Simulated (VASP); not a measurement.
# TeW (Fm-3m) in VASP: further runs

TeW is run at these levels: PBE; tasks: single point, relaxation of cell and atoms.

All numbers are computed with VASP 6.6.1; they aren't measurements. Logs are shortened: lines on timing, memory, paths and dates and some standing lists are left out, and cuts for length are marked.

## (1) The cell of the first run

The structure is cubic, space group Fm-3m (No. 225). Conventional cell: a = 5.597 Å, b = 5.597 Å, c = 5.597 Å, α = 90.00°, β = 90.00°, γ = 90.00°. Te (site symmetry m-3m) has 6 W at 2.80 Å within 3.7 Å. Within 3.7 Å of W (site symmetry m-3m) lie 6 Te at 2.80 Å.

## (2) Single point, PBE

INCAR

```
SYSTEM = TeW
ALGO = Normal ; EDIFF = 1E-6
ENCUT = 520 ; GGA = PE
ISIF = 2 ; ISMEAR = 0
LASPH = .TRUE. ; LCHARG = .FALSE.
LREAL = .FALSE. ; LWAVE = .FALSE.
NBANDS = 17 ; NELM = 100
PREC = Accurate ; SIGMA = 0.1
```

KPOINTS

```
k-points
0
G
  6 6 6
  0 0 0
```

POSCAR

```
TeW
1.0
    0.0000000000      2.7983467147      2.7983467147
    2.7983467147      0.0000000000      2.7983467147
    2.7983467147      2.7983467147      0.0000000000
Te W
1 1
Direct
    0.0000000000      0.0000000000      0.0000000000
    0.5000000000      0.5000000000      0.5000000000
```

Potentials or basis: VASP PAW PBE potentials, release 64 (Te, W_sv).

Run with:

```console
$ cat potpaw_PBE.64/Te/POTCAR potpaw_PBE.64/W_sv/POTCAR > POTCAR
$ mpirun -np 1 vasp_std > vasp.out
```

OUTCAR:

```text
SYSTEM = TeW
   EDIFF = 1E-6
   ENCUT = 520
   GGA = PE
   ISIF = 2
   ISMEAR = 0
   LASPH = .TRUE.
   LREAL = .FALSE.
   NELM = 100
   PREC = Accurate

 ion  position               nearest neighbor table
   1  0.000  0.000  0.000-   2 2.80   2 2.80   2 2.80   2 2.80   2 2.80   2 2.80
   2  0.500  0.500  0.500-   1 2.80   1 2.80   1 2.80   1 2.80   1 2.80   1 2.80

  LATTYP: Found a face centered cubic cell.
 ALAT       =     5.5966934294

  Lattice vectors:

 A1 = (   0.0000000000,   2.7983467147,   2.7983467147)
 A2 = (   2.7983467147,   0.0000000000,   2.7983467147)
 A3 = (   2.7983467147,   2.7983467147,   0.0000000000)

Analysis of symmetry for initial positions (statically):
=====================================================================
 Subroutine PRICEL returns:
 Original cell was already a primitive cell.

 Routine SETGRP: Setting up the symmetry group for a
 face centered cubic supercell.

 Subroutine GETGRP returns: Found 48 space group operations
 (whereof 48 operations were pure point group operations)
 out of a pool of 48 trial point group operations.

The static configuration has the point symmetry O_h .

Analysis of symmetry for dynamics (positions and initial velocities):
=====================================================================
 Subroutine PRICEL returns:
 Original cell was already a primitive cell.

 Routine SETGRP: Setting up the symmetry group for a
 face centered cubic supercell.

 Subroutine GETGRP returns: Found 48 space group operations
 (whereof 48 operations were pure point group operations)
 out of a pool of 48 trial point group operations.

The dynamic configuration has the point symmetry O_h .

 Subroutine INISYM returns: Found 48 space group operations
 (whereof 48 operations are pure point group operations),
 and found     1 'primitive' translations

----------------------------------------------------------------------------------------

                                     Primitive cell

  volume of cell :      43.8263

  direct lattice vectors                    reciprocal lattice vectors
     0.000000000  2.798346715  2.798346715    -0.178676930  0.178676930  0.178676930
     2.798346715  0.000000000  2.798346715     0.178676930 -0.178676930  0.178676930
     2.798346715  2.798346715  0.000000000     0.178676930  0.178676930 -0.178676930

  length of vectors
     3.957459876  3.957459876  3.957459876     0.309477521  0.309477521  0.309477521

  position of ions in fractional coordinates (direct lattice)
     0.000000000  0.000000000  0.000000000
     0.500000000  0.500000000  0.500000000

  ion indices of the primitive-cell ions
   primitive index   ion index
                 1           1
                 2           2

----------------------------------------------------------------------------------------

 KPOINTS: k-points

Automatic generation of k-mesh.
 Grid dimensions read from file:
 generate k-points for:    6    6    6

 Generating k-lattice:

  Cartesian coordinates                     Fractional coordinates (reciprocal lattice)
    -0.029779488  0.029779488  0.029779488     0.166666667  0.000000000  0.000000000
     0.029779488 -0.029779488  0.029779488     0.000000000  0.166666667  0.000000000
     0.029779488  0.029779488 -0.029779488     0.000000000  0.000000000  0.166666667

  Length of vectors
     0.051579587  0.051579587  0.051579587

  Shift w.r.t. Gamma in fractional coordinates (k-lattice)
     0.000000000  0.000000000  0.000000000

 Subroutine IBZKPT returns following result:
 ===========================================

 Found     16 irreducible k-points:

 Following reciprocal coordinates:
            Coordinates               Weight
  0.000000  0.000000  0.000000      1.000000
  0.166667  0.000000  0.000000      8.000000
  0.333333  0.000000  0.000000      8.000000
  0.500000  0.000000  0.000000      4.000000
  0.166667  0.166667  0.000000      6.000000
  0.333333  0.166667  0.000000     24.000000
[... 8 lines left out ...]
 -0.333333  0.333333  0.166667     24.000000
 -0.333333  0.500000  0.166667     12.000000
   k-points           NKPTS =     16   k-points in BZ     NKDIM =     16   number of bands    NBANDS=     17
   number of dos      NEDOS =    301   number of ions     NIONS =      2
   total plane-waves  NPLWV =  27000
   dimension x,y,z NGX =    30 NGY =   30 NGZ =   30
   dimension x,y,z NGXF=    60 NGYF=   60 NGZF=   60
   ions per type =               1   1
   NGX,Y,Z   is equivalent  to a cutoff of  12.60, 12.60, 12.60 a.u.
   NGXF,Y,Z  is equivalent  to a cutoff of  25.20, 25.20, 25.20 a.u.
 SYSTEM =  TeW
   PREC   = accura    normal or accurate (medium, high low for compatibility)
   ISTART =      0    job   : 0-new  1-cont  2-samecut
   ICHARG =      2    charge: 1-file 2-atom 10-const
   ISPIN  =      1    spin polarized calculation?
   LNONCOLLINEAR =      F non collinear calculations
   LSORBIT =      F    spin-orbit coupling
   LASPH  =      T    aspherical Exc in radial PAW
   ENCUT  =  520.0 eV  38.22 Ry    6.18 a.u.   7.36  7.36  7.36*2*pi/ulx,y,z
   NELM   =    100;   NELMIN=  2; NELMDL= -5     # of ELM steps
   EDIFF  = 0.1E-05   stopping-criterion for ELM
   LREAL  =      F    real-space projection
   EDIFFG = 0.1E-04   stopping-criterion for IOM
   NSW    =      0    number of steps for IOM
   IBRION =     -1    ionic relax: 0-MD 1-quasi-New 2-CG
   NFREE  =      0    steps in history (QN), initial steepest desc. (CG)
   ISIF   =      2    stress and relaxation
   ISYM   =      2    0-nonsym 1-usesym 2-fastsym
   POTIM  = 0.5000    time-step for ionic-motion
   TEBEG  =    0.0;   TEEND  =   0.0 temperature during run
   PSTRESS=    0.0 pullay stress
   NELECT =      20.0000    total number of electrons
   NUPDOWN=      -1.0000    fix difference up-down
   EMIN   =  10.00;   EMAX   =-10.00  energy-range for DOS
   EFERMI =   0.00;   METHOD = LEGACY
   ISMEAR =     0;   SIGMA  =   0.10  broadening in eV -4-tet -1-fermi 0-gaus
   EFERMI_NEDOS =   21; number of points for ismear=-14 and -15
   IALGO  =     38    algorithm
   IMIX   =      4    mixing-type and parameters
     AMIX     =   0.40;   BMIX     =  1.00
     AMIX_MAG =   1.60;   BMIX_MAG =  1.00
  volume/ion in A,a.u.               =      21.91       147.88
  Fermi-wavevector in a.u.,A,eV,Ry     =   1.260395  2.381801 21.614152  1.588595
  Thomas-Fermi vector in A             =   2.393907
   LORBIT       =      0    0 simple, 1 ext, 2 COOP (PROOUT), +10 PAW based schemes
   GGA     = PE    functional components
   LHFCALC =     F    Hartree Fock is set to
   AEXX    =    0.0000 exact exchange contribution
   IVDW    =     0    specifies the selected vdW correction
   LEPSILON=     F    determine dielectric tensor
   LRPA    =     F    only Hartree local field effects (RPA)
 non-spin polarized calculation
 Gauss-broadening in eV      SIGMA  =   0.10
  energy-cutoff  :      520.00
  volume of cell :       43.83
 maximum number of plane-waves:      1243
 NGX is ok and might be reduce to    30
   NGX = 15   NGY = 15   NGZ = 15

 number of electron      19.9999999 magnetization

 Free energy of the ion-electron system (eV)
  ---------------------------------------------------
  ext. energy  EPLUGINS =         0.00000000
  ---------------------------------------------------
  free energy    TOTEN  =       -13.08952006 eV

  energy without entropy =      -13.05684106  energy(sigma->0) =      -13.07318056

 E-fermi :   9.9631     XC(G=0): -11.4275

 val. band max:        9.9551157319   @ k =  -0.3333   0.1667   0.0000
 cond. band min:      10.0001593526   @ k =   0.5000   0.1667   0.0000
 fundamental gap:      0.0450436207
 Fermi energy:         9.9631117183

 k-point     1 :       0.0000    0.0000    0.0000
  band No.  band energies     occupation
      1     -64.3370      2.00000
      2     -28.5772      2.00000
      3     -28.5772      2.00000
      4     -28.5772      2.00000
      5      -4.3612      2.00000
      6       8.2401      2.00000
[... 9 lines left out ...]
     16      20.7828      0.00000
     17      20.7830      0.00000

 k-point     2 :       0.1667    0.0000    0.0000
  band No.  band energies     occupation
      1     -64.3367      2.00000
      2     -28.5874      2.00000
      3     -28.5776      2.00000
      4     -28.5776      2.00000
      5      -4.0026      2.00000
      6       5.9773      2.00000
[... 9 lines left out ...]
     16      18.4990      0.00000
     17      18.8430      0.00000

 k-point     3 :       0.3333    0.0000    0.0000
  band No.  band energies     occupation
      1     -64.3363      2.00000
      2     -28.6076      2.00000
      3     -28.5783      2.00000
      4     -28.5783      2.00000
      5      -3.0816      2.00000
      6       3.3886      2.00000
[... 9 lines left out ...]
     16      16.5172      0.00000
     17      18.2788      0.00000

 k-point     4 :       0.5000    0.0000    0.0000
  band No.  band energies     occupation
      1     -64.3361      2.00000
      2     -28.6177      2.00000
      3     -28.5787      2.00000
      4     -28.5787      2.00000
      5      -2.4049      2.00000
      6       2.1323      2.00000
[... 9 lines left out ...]
     16      15.1425      0.00000
     17      19.5918      0.00000

 k-point     5 :       0.1667    0.1667    0.0000
  band No.  band energies     occupation
      1     -64.3366      2.00000
      2     -28.5850      2.00000
      3     -28.5808      2.00000
      4     -28.5808      2.00000
      5      -3.9081      2.00000
      6       5.3265      2.00000
[... 9 lines left out ...]
     16      17.2688      0.00000
     17      18.7385      0.00000

 k-point     6 :       0.3333    0.1667    0.0000
  band No.  band energies     occupation
      1     -64.3363      2.00000
      2     -28.6006      2.00000
      3     -28.5830      2.00000
      4     -28.5818      2.00000
      5      -3.2459      2.00000
      6       3.9339      2.00000
[... 9 lines left out ...]
     16      17.8906      0.00000
     17      18.2924      0.00000

 k-point     7 :       0.5000    0.1667    0.0000
  band No.  band energies     occupation
      1     -64.3360      2.00000
      2     -28.6131      2.00000
      3     -28.5851      2.00000
      4     -28.5820      2.00000
      5      -2.4962      2.00000
      6       2.7068      2.00000
[... 9 lines left out ...]
     16      17.3567      0.00000
     17      18.6728      0.00000

 k-point     8 :      -0.3333    0.1667    0.0000
  band No.  band energies     occupation
      1     -64.3360      2.00000
      2     -28.6097      2.00000
      3     -28.5877      2.00000
      4     -28.5788      2.00000
      5      -2.6582      2.00000
      6       2.9326      2.00000
[... 9 lines left out ...]
     16      16.7223      0.00000
     17      18.3818      0.00000

 k-point     9 :      -0.1667    0.1667    0.0000
  band No.  band energies     occupation
      1     -64.3364      2.00000
      2     -28.5961      2.00000
      3     -28.5847      2.00000
      4     -28.5766      2.00000
      5      -3.4781      2.00000
      6       4.4529      2.00000
[... 9 lines left out ...]
     16      17.2380      0.00000
     17      17.3695      0.00000

 k-point    10 :       0.3333    0.3333    0.0000
  band No.  band energies     occupation
      1     -64.3360      2.00000
      2     -28.6023      2.00000
      3     -28.5880      2.00000
      4     -28.5880      2.00000
      5      -3.0367      2.00000
      6       3.7798      2.00000
[... 9 lines left out ...]
     16      19.1087      0.00000
     17      19.1087      0.00000

 k-point    11 :       0.5000    0.3333    0.0000
  band No.  band energies     occupation
      1     -64.3358      2.00000
      2     -28.6084      2.00000
      3     -28.5934      2.00000
      4     -28.5885      2.00000
      5      -2.6403      2.00000
      6       3.7841      2.00000
[... 9 lines left out ...]
     16      19.1716      0.00000
     17      19.6883      0.00000

 k-point    12 :      -0.3333    0.3333    0.0000
  band No.  band energies     occupation
      1     -64.3358      2.00000
      2     -28.6034      2.00000
      3     -28.6020      2.00000
      4     -28.5839      2.00000
      5      -2.4227      2.00000
      6       3.4117      2.00000
[... 9 lines left out ...]
     16      17.6509      0.00000
     17      19.3223      0.00000

 k-point    13 :       0.5000    0.5000    0.0000
  band No.  band energies     occupation
      1     -64.3357      2.00000
      2     -28.6118      2.00000
      3     -28.5917      2.00000
      4     -28.5917      2.00000
      5      -2.6986      2.00000
      6       3.9686      2.00000
[... 9 lines left out ...]
     16      20.5175      0.00000
     17      21.6351      0.00000

 k-point    14 :       0.5000    0.3333    0.1667
  band No.  band energies     occupation
      1     -64.3360      2.00000
      2     -28.6053      2.00000
      3     -28.5927      2.00000
      4     -28.5833      2.00000
      5      -2.7231      2.00000
      6       3.4500      2.00000
[... 9 lines left out ...]
     16      17.2628      0.00000
     17      20.2367      0.00000

 k-point    15 :      -0.3333    0.3333    0.1667
  band No.  band energies     occupation
      1     -64.3358      2.00000
      2     -28.6075      2.00000
      3     -28.5960      2.00000
      4     -28.5857      2.00000
      5      -2.4225      2.00000
      6       3.3595      2.00000
[... 9 lines left out ...]
     16      18.0106      0.00000
     17      18.4547      0.00000

 k-point    16 :      -0.3333    0.5000    0.1667
  band No.  band energies     occupation
      1     -64.3357      2.00000
      2     -28.6067      2.00000
      3     -28.5967      2.00000
      4     -28.5908      2.00000
      5      -2.5007      2.00000
      6       4.2219      2.00000
[... 9 lines left out ...]
     16      18.4780      0.00000
     17      19.0319      0.00000

------------------------ aborting loop because EDIFF is reached ----------------------------------------

  FORCE on cell =-STRESS in cart. coord.  units (eV):
  Direction    XX          YY          ZZ          XY          YZ          ZX
  --------------------------------------------------------------------------------------
  -------------------------------------------------------------------------------------
  Total       -0.0132621     -0.0132621     -0.0132621      0.0000000      0.0000000      0.0000000
  in kB       -0.4848288     -0.4848288     -0.4848288      0.0000000      0.0000000      0.0000000
  external PRESSURE =      -0.4848288 kB  Pullay stress =       0.0000000 kB

 VOLUME and BASIS-vectors are now :
 -----------------------------------------------------------------------------
  energy-cutoff  :      520.00
  volume of cell :       43.83
      direct lattice vectors                 reciprocal lattice vectors
     0.000000000  2.798346715  2.798346715    -0.178676930  0.178676930  0.178676930
     2.798346715  0.000000000  2.798346715     0.178676930 -0.178676930  0.178676930
     2.798346715  2.798346715  0.000000000     0.178676930  0.178676930 -0.178676930

 POSITION                                       TOTAL-FORCE (eV/Angst)
 -----------------------------------------------------------------------------------
      0.00000      0.00000      0.00000        -0.000000      0.000000     -0.000000
      2.79835      2.79835      2.79835         0.000000     -0.000000      0.000000
 -----------------------------------------------------------------------------------
    total drift:                                0.000000     -0.000000      0.000000

  FREE ENERGIE OF THE ION-ELECTRON SYSTEM (eV)
  ---------------------------------------------------
  free  energy   TOTEN  =       -13.0895200646 eV

  energy  without entropy=      -13.0568410582  energy(sigma->0) =      -13.07318056
```

Run time: 6.9 s. Hardware: 1 thread of AMD EPYC 9R45 (Zen 5), shared host; peak memory 0.14 GiB.

Results:

- Free energy: -13.0895 eV
- Pressure: 0.0 GPa
- Band gap on the k mesh: zero (band 10 reaches 10.10 eV, above the bottom of band 11 at 8.55 eV)

Caveat: spin-orbit coupling is left out, which moves the levels of the heavy elements.

## (3) Relaxation of cell and atoms, PBE

This run uses another cell than the first one, of 24.83 Å³/atom, 1.133 times its volume.

INCAR

```
SYSTEM = TeW
PREC = Accurate ; ENCUT = 600
EDIFF = 1E-6 ; ISMEAR = 0
SIGMA = 0.1 ; LREAL = .FALSE.
LASPH = .TRUE. ; NELM = 80
ALGO = Normal ; ISIF = 3
LWAVE = .FALSE. ; LCHARG = .FALSE.
GGA = PE ; IBRION = 2
NSW = 90 ; EDIFFG = -0.04
```

KPOINTS

```
regular mesh
0
G
  6 6 6
  0 0 0
```

POSCAR

```
TeW
1.0
    0.0000000000      2.9175511439      2.9175511439
    2.9175511439      0.0000000000      2.9175511439
    2.9175511439      2.9175511439      0.0000000000
Te W
1 1
Direct
    0.0000000000      0.0000000000      0.0000000000
    0.5000000000      0.5000000000      0.5000000000
```

Potentials or basis: VASP PAW PBE potentials, release 64 (Te, W_sv).

Run with:

```console
$ cat potpaw_PBE.64/Te/POTCAR potpaw_PBE.64/W_sv/POTCAR > POTCAR
$ mpirun -np 1 vasp_std > vasp.out
```

Wall time 33 s (1 thread of AMD EPYC 9R45 (Zen 5), shared host); peak memory 0.18 GiB.

It converged, with:

```yaml
Free_energy: -13.0900 eV
Relaxed_volume: 21.93 Å³/atom
Relaxed_cell: a = 3.958 Å, b = 3.958 Å, c = 3.958 Å, α = 60.00°, β = 60.00°, γ = 60.00°
Space_group_after_relaxing_to_0.05_Å: Fm-3m (No. 225)
Energy_gained_by_relaxing: 115.8 meV/atom
Ionic_steps: 4
Pressure_after_relaxing: -0.1 GPa
Band_gap_on_the_k_mesh: zero (band 10 reaches 10.09 eV, above the bottom of band 11 at 8.54 eV)
```

Step by step:
```
step  energy change (eV)  largest force (eV/Å)  pressure (GPa)  volume (Å³)
   1              0.0000                0.0000          -11.30        49.67
   2              0.1294                0.0000           23.10        38.11
   3             -0.2315                0.0000           -0.43        43.98
   4             -0.2317                0.0000           -0.09        43.85
```

Final structure:
```yaml
crystal:
  lattice:
    - [0.00000, 2.79893, 2.79893]
    - [2.79893, 0.00000, 2.79893]
    - [2.79893, 2.79893, 0.00000]
  atoms:
    - { symbol: Te, position: [0.00000, 0.00000, 0.00000] }
    - { symbol: W, position: [0.50000, 0.50000, 0.50000] }
```

Levels at points of the mesh, in eV from the Fermi level:
```
           k point  band 7  band 8  band 9  band 10  band 11  band 12  band 13  band 14
(0.00, 0.00, 0.00)   -1.72   -1.72   -1.41    -1.41    -1.41    -1.35    -1.35     2.57
(0.50, 0.00, 0.00)   -4.84   -4.84   -0.08    -0.08     0.12     2.31     4.83     4.83
(0.50, 0.50, 0.00)   -3.35   -3.35   -3.17    -0.57    -0.50     0.58     0.58     2.40
```

Caveat: spin-orbit coupling is left out, which moves the levels of the heavy elements.

## (4) Single point, PBE

This run uses another cell than the first one, of 24.83 Å³/atom, 1.133 times its volume.

INCAR

```
  PREC = Accurate
  ENCUT = 500
  EDIFF = 1E-6
  ISMEAR = 0
  SIGMA = 0.1
  LREAL = False
  LASPH = True
  NELM = 120
  ALGO = Normal
  ISIF = 2
  LWAVE = False
  LCHARG = False
  GGA = PE
  NBANDS = 17
  GGA_COMPAT = False
```

KPOINTS

```
regular mesh
0
Gamma
  6 6 6
```

POSCAR is that of step 3.

Run with:

```console
$ cat potpaw_PBE.64/Te/POTCAR potpaw_PBE.64/W_sv/POTCAR > POTCAR
$ mpirun -np 1 vasp_std > vasp.out
```

Run time: 13 s. Hardware: 1 thread of Intel Xeon Platinum 8259CL at 2.50GHz (Skylake/Cascade Lake), shared host; peak memory 0.17 GiB.

The run converged. Its results:

* Free energy: -12.8582 eV
* Pressure: -11.3 GPa
* Band gap on the k mesh: zero (band 10 reaches 8.42 eV, above the bottom of band 11 at 6.93 eV)

Levels at points of the mesh, in eV from the Fermi level:
| k point | band 8 | band 9 | band 10 | band 11 | band 12 | band 13 |
| --- | --- | --- | --- | --- | --- | --- |
| (0.00, 0.00, 0.00) | -1.43 | -1.34 | -1.34 | -1.34 | -1.10 | -1.10 |
| (0.50, 0.00, 0.00) | -4.26 | -0.01 | -0.01 | 0.11 | 2.31 | 4.29 |
| (0.50, 0.50, 0.00) | -3.09 | -2.53 | -0.65 | -0.47 | 0.50 | 0.50 |

Caveat: spin-orbit coupling is left out, which moves the levels of the heavy elements.

## (5) Overview

```csv
task,cell,cutoff (eV),gap on the mesh (eV),pressure (GPa)
single point,"a = 3.957 Å, angles 60.0°, 2 atoms",520,none,0.0
relaxation of cell and atoms,"relaxed from a = 4.126 Å, angles 60.0°, 2 atoms",600,none,-0.1
single point,"a = 4.126 Å, angles 60.0°, 2 atoms",500,none,-11.3
```

Alike in all rows: level PBE; potentials or basis VASP PAW PBE potentials, release 64 (Te, W_sv); no spin polarisation; k mesh 6 × 6 × 6; smearing gaussian 0.1 eV.

Caveats: spin-orbit coupling is left out, which moves the levels of the heavy elements.

Absolute energies hang on the potentials; compare differences alone.
